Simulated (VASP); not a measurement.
A run of VASP 6.6.1:

INCAR

```
SYSTEM = Ag
PREC = Accurate
ENCUT = 520
EDIFF = 1E-6
ISMEAR = -1
SIGMA = 0.05
LREAL = .False.
LASPH = .True.
NELM = 60
ALGO = Normal
ISIF = 2
LWAVE = .False.
LCHARG = .False.
GGA = CA
NBANDS = 12
```

The input KPOINTS:

```
regular mesh
0
Gamma
  15 15 15
  0 0 0
```

File POSCAR:

```
Ag
1.0
    0.0000000000      2.0498877575      2.0498877575
    2.0498877575      0.0000000000      2.0498877575
    2.0498877575      2.0498877575      0.0000000000
Ag
1
Direct
    0.0000000000      0.0000000000      0.0000000000
```

Potentials or basis: VASP PAW LDA potentials, release 64 (Ag).

Command:

```bash
$ cat potpaw_LDA.64/Ag/POTCAR > POTCAR
$ mpirun -np 1 vasp_std > vasp.out
```

Hardware: 1 thread of Intel Xeon 8259CL (shared host).

Q: How long does it take, and how much memory?

A: It took 22 s on 1 thread of Intel Xeon 8259CL, with other jobs on the host, peak memory 0.15 GiB. Counts: scf iterations 10, k points 120.
